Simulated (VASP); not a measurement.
Input of a VASP 6.6.1 run:

The input INCAR:

```
PREC = Accurate
ENCUT = 520
EDIFF = 1E-6
ISMEAR = 0
SIGMA = 0.1
LREAL = False
LASPH = True
NELM = 150
ALGO = Normal
ISIF = 2
LWAVE = False
LCHARG = False
ISPIN = 2
MAGMOM = 1 0 0 0
LORBIT = 11
LMAXMIX = 4
GGA = PE
NBANDS = 39
```

KPOINTS

```
Automatic mesh
0
Gamma
  4 4 6
```

File POSCAR:

```
TiW3
1.0
    2.8611967700     -4.0463432800      0.0000000000
    2.8611967700      4.0463432800      0.0000000000
    0.0000000000      0.0000000000      2.8611967700
Ti W
1 3
Direct
    0.5000000000      0.5000000000      0.5000000000
    0.0000000000      0.5000000000      0.0000000000
    0.0000000000      0.0000000000      0.5000000000
    0.5000000000      0.0000000000      0.0000000000
```

Potentials or basis: VASP PAW PBE potentials, release 64 (Ti_sv, W_sv).

Run with:

```bash
$ cat potpaw_PBE.64/Ti_sv/POTCAR potpaw_PBE.64/W_sv/POTCAR > POTCAR
$ mpirun -np 1 vasp_std > vasp.out
```

(1) Estimate the net moment.

(2) What does it give for the band gap on the k mesh?

## Answers

(1) 0.00 μB per cell.

(2) zero (filled and empty bands overlap).

Caveat: spin-orbit coupling is left out, which moves the levels of the heavy elements.
